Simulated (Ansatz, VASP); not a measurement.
**MoS2: VASP beside Ansatz**

```
Mo S
1.0
     1.53715    0.88747    5.99789
    -1.53715    0.88747    5.99789
     0.00000   -1.77495    5.99789
Mo S
1 2
Direct
  0.00002 0.00002 0.00002
  0.75354 0.75354 0.75354
  0.57975 0.57975 0.57975
```

Alike in both runs: task single point; functional PBE; dispersion D3(BJ); k mesh 12 × 12 × 12; occupations gaussian, width 0.05 eV; no spin polarisation.

|  | VASP | Ansatz |
| --- | --- | --- |
| version | VASP 6.6.1 | Ansatz 0.2.0 |
| potentials or method | VASP PAW PBE potentials, release 64 (Mo_sv, S), cutoff 520 eV | scalar-relativistic, plane waves, PAW |
| valence electrons in the cell | 26 | 26 |

|  | VASP | Ansatz | Ansatz less VASP |
| --- | --- | --- | --- |
| gap on the k mesh at the Fermi level (eV) | 0.85 | 0.83 | -0.017 |
| least direct gap on the mesh (eV) | 2.04 | 2.03 | -0.005 |
| pressure (GPa) | 8.4 | 8.6 | +0.16 |
| traceless stress, the component that is largest in VASP (GPa) | -2.74 | -2.69 | +0.055 |
| rms of the force components (eV/Å) | 0.248 | 0.257 | +0.0087 |

Atom by atom the forces differ by 0.009 eV/Å (rms over components).
